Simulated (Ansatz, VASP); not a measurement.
## One calculation of Al, two programs

```
Al
1.0
    -1.55281    1.55281    1.61751
     1.55281   -1.55281    1.61751
     3.10562    3.10562    0.00000
Al
2
Direct
  0.07816 0.92184 0.00000
  0.42184 0.57816 0.50000
```

Change from the starting cell: mode 1 frozen in at -0.358 Å, equal normal strain along x and y -0.0400.

Alike in both runs: task single point; functional PBE; k mesh 20 × 20 × 12; occupations gaussian, width 0.15 eV; no spin polarisation.

|  | VASP | Ansatz |
| --- | --- | --- |
| version | VASP 6.6.1 | Ansatz 0.2.0 |
| potentials or method | VASP PAW PBE potentials, release 64 (Al), cutoff 520 eV | scalar-relativistic, plane waves, PAW |
| valence electrons in the cell | 6 | 6 |

Ansatz gave:

| Property | Result |
| --- | --- |
| gap on the k mesh at the Fermi level (eV) | none |
| pressure (GPa) | 8.4 |
| traceless stress, the component that is largest in VASP (GPa) | -3.84 |
| rms of the force components (eV/Å) | 0.164 |

Q: What did VASP give for the same quantities?

A: gap on the k mesh at the Fermi level (eV): none; pressure (GPa): 8.4; traceless stress, the component that is largest in VASP (GPa): -3.82; rms of the force components (eV/Å): 0.163.

Atom by atom the forces differ by 0.001 eV/Å (rms over components). A gap of «none» marks a metal or a gap that the smearing closes.
